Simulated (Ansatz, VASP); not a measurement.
Two plane-wave programs on Be4Se3

```
Be Se
1.0
     6.23425    0.00000    0.00000
    -3.11713    5.39902    0.00000
     0.00000    0.00000    4.64845
Be Se
4 3
Direct
  0.00000 0.00000 0.77596
  0.00000 0.00000 0.22404
  0.33333 0.66667 0.50000
  0.66667 0.33333 0.50000
  0.31787 0.00000 0.50000
  0.00000 0.31787 0.50000
  0.68213 0.68213 0.50000
```

Alike in both runs: functional PBE; k mesh 4 × 4 × 3; occupations gaussian, width 0.2 eV; no spin polarisation.

Ansatz relaxed the structure, and its values are those at the end. VASP's run is a single point on that final structure, the one shown.

```csv
,VASP,Ansatz
version,VASP 6.6.1,Ansatz 0.2.0
potentials or method,"VASP PAW PBE potentials, release 64 (Be, Se), cutoff 520 eV","scalar-relativistic, plane waves, PAW"
valence electrons in the cell,26,56
```

Ansatz gave:

- gap on the k mesh at the Fermi level (eV): 1.33
- least direct gap on the mesh (eV): 1.44
- pressure (GPa): 0.0
- rms of the force components (eV/Å): 0.003

Problem. Which values does VASP return?

Solution. gap on the k mesh at the Fermi level (eV): 1.33; least direct gap on the mesh (eV): 1.44; pressure (GPa): 0.1; rms of the force components (eV/Å): 0.006.

With one functional, cell and mesh, what is left measures potentials, basis and numerics. VASP's potentials hold 26 valence electrons a cell and Ansatz's 56, so a difference there can come from the potentials and not from the codes.

The k mesh is coarse, so the values compare programs but aren't converged.
